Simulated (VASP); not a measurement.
Set up this calculation in VASP 6.6.1, as the native input.

* Task: relaxation of cell and atoms
* Functional: PBE
* Potentials or basis: VASP PAW PBE potentials, release 64 (Be, Al)
* Cutoff: 600 eV
* k mesh: 8 × 8 × 8
* Occupations: gaussian, width 0.1 eV
* Spin: no spin polarisation
* Dipole correction: no
* Further INCAR settings: ALGO = Fast; EDIFF = 1e-06; IBRION = 2; EDIFFG = -0.04; NSW = 90; ISIF = 3

The structure of Be2Al lies in POSCAR:

```
Be2Al
1.0
   -1.4371940549      1.4371940549      3.5256166659
    1.4371940549     -1.4371940549      3.5256166659
    1.4371940549      1.4371940549     -3.5256166659
Be Al
2 1
Direct
    0.6650000000      0.6650000000      0.0000000000
    0.3350000000      0.3350000000      0.0000000000
    0.0000000000      0.0000000000      0.0000000000
```

The input as run:

INCAR

```
SYSTEM = Be2Al
ALGO     = Fast           ! electronic algorithm
EDIFF    = 1E-6           ! SCF threshold, eV
EDIFFG   = -0.04          ! ionic threshold
ENCUT    = 600            ! plane-wave cutoff, eV
GGA      = PE             ! functional
IBRION   = 2              ! ionic algorithm
ISIF     = 3              ! what is computed and relaxed
ISMEAR   = 0              ! smearing method
LASPH    = .TRUE.         ! aspherical terms in the spheres
LCHARG   = .FALSE.        ! write CHGCAR
LREAL    = .FALSE.        ! projectors in reciprocal space
LWAVE    = .FALSE.        ! write WAVECAR
NELM     = 100            ! most SCF steps
NSW      = 90             ! ionic steps
PREC     = Accurate       ! precision mode
SIGMA    = 0.1            ! smearing width, eV
```

KPOINTS

```
k-points
0
G
  8 8 8
  0 0 0
```

Potentials or basis: VASP PAW PBE potentials, release 64 (Be, Al).

The run is started by

```bash
$ cat potpaw_PBE.64/Be/POTCAR potpaw_PBE.64/Al/POTCAR > POTCAR
$ mpirun -np 1 vasp_std > vasp.out
```

It gave:

```yaml
Relaxed_volume: 11.36 Å³/atom
Relaxed_cell: a = 4.241 Å, b = 4.241 Å, c = 4.241 Å, α = 137.76°, β = 137.76°, γ = 61.27°
Space_group_after_relaxing_to_0.1_Å: I4/mmm (No. 139)
Energy_gained_by_relaxing: 108.8 meV/atom
Ionic_steps: 6
Pressure_after_relaxing: 0.3 GPa
Largest_force_after_relaxing: 0.021 eV/Å
Band_gap_on_the_k_mesh: zero (an odd number of electrons rules out a gap without spin polarisation)
```

Caveat: the volume moved by over 15 % at a fixed basis, so the end points are rough.

It took 40 s on 1 thread of Intel(R) Xeon(R) 6975P-C (Granite Rapids), with other jobs on the host, peak memory 0.21 GiB.
